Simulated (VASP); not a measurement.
Runs of VASP 6.6.1 on Zn. The typed cell holds 1 atom: a = 2.957 Å, b = 2.540 Å, c = 2.586 Å, α = 106.99°, β = 108.68°, γ = 110.68°. 

| task | level | potentials or basis | cell | k mesh | cutoff (eV) | smearing | gap on the mesh (eV) | pressure (GPa) | relaxed volume (Å³/atom) |
| --- | --- | --- | --- | --- | --- | --- | --- | --- | --- |
| single point | PBE | VASP PAW PBE potentials, release 64 (Zn) | as given | 11 × 12 × 12 | 520 | fermi-dirac 0.05 eV | none | 2.4 | - |
| relaxation of cell and atoms | PBE+D3(BJ) | VASP PAW PBE potentials, release 64 (Zn) | relaxed | 11 × 12 × 12 | 600 | fermi-dirac 0.05 eV | none | 0.1 | 14.60 |
| single point | r2SCAN | VASP PAW PBE potentials, release 64 (Zn) | as given | 8 × 9 × 9 | 520 | gaussian 0.05 eV | none | -1.9 | - |
| relaxation of cell and atoms | PBE+D4 | VASP PAW PBE potentials, release 64 (Zn) | relaxed | 11 × 12 × 12 | 600 | fermi-dirac 0.05 eV | none | 0.1 | 14.84 |
| single point | LDA | VASP PAW LDA potentials, release 64 (Zn) | as given | 10 × 11 × 11 | 520 | gaussian 0.1 eV | none | -5.7 | - |
| single point | LDA | VASP PAW LDA potentials, release 64 (Zn) | as given | 8 × 9 × 9 | 520 | gaussian 0.1 eV | none | (b) | - |
| single point | LDA | VASP PAW LDA potentials, release 64 (Zn) | as given | 12 × 14 × 14 | 520 | gaussian 0.1 eV | none | (a) | - |

Alike in all rows: no spin polarisation.

Q: Fill in the values left out.

A: (a) -5.8; (b) -5.9.

Caveats: pairwise dispersion overbinds metals, which lowers pressure and volume (some runs); the PAW data sets were made with another functional, which shifts forces and pressure a little (some runs).

A gap of «none» marks levels without a gap at the run's occupations.
